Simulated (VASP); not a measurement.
Wanted: the native input for a VASP 6.6.1 run.

- Task: single point
- Functional: LDA
- Potentials or basis: VASP PAW LDA potentials, release 64 (Li_sv, Pd)
- Cutoff: 520 eV
- k mesh: 11 × 11 × 15
- Occupations: fermi-dirac, width 0.08 eV
- Spin: no spin polarisation
- Dipole correction: no
- Further INCAR settings: ALGO = Normal; EDIFF = 1e-07; NBANDS = 15

The structure of Li2Pd lies in POSCAR:

```
Li2Pd
1.0
    4.1983322143      0.0000000000      0.0000000000
   -2.0991661072      3.6358623512      0.0000000000
    0.0000000000      0.0000000000      2.7135645482
Li Pd
2 1
Direct
    0.3333333333      0.6666666667      0.5000000000
    0.6666666667      0.3333333333      0.5000000000
    0.0000000000      0.0000000000      0.0000000000
```

These files were run (other wordings do the same):

INCAR

```
ALGO     = Normal         # electronic algorithm
EDIFF    = 1E-7           # SCF threshold, eV
ENCUT    = 520            # plane-wave cutoff, eV
GGA      = CA             # functional
ISIF     = 2              # what is computed and relaxed
ISMEAR   = -1             # smearing method
LASPH    = True           # aspherical terms in the spheres
LCHARG   = False          # write CHGCAR
LREAL    = False          # projectors in reciprocal space
LWAVE    = False          # write WAVECAR
NBANDS   = 15             # bands
NELM     = 100            # most SCF steps
PREC     = Accurate       # precision mode
SIGMA    = 0.08           # smearing width, eV
```

KPOINTS

```
k-points
0
Gamma
  11 11 15
```

Potentials or basis: VASP PAW LDA potentials, release 64 (Li_sv, Pd).

The run is started by

```bash
$ cat potpaw_LDA.64/Li_sv/POTCAR potpaw_LDA.64/Pd/POTCAR > POTCAR
$ mpirun -np 1 vasp_std > vasp.out
```

It gave:

```json
{
  "Band gap on the k mesh": "zero (bands 8 and 9 overlap by 2.31 eV)"
}
```

Wall time 39 s on 1 thread of Intel(R) Xeon(R) Platinum 8124M CPU @ 3.00GHz (Skylake/Cascade Lake), with other jobs on the host, peak memory 0.19 GiB.
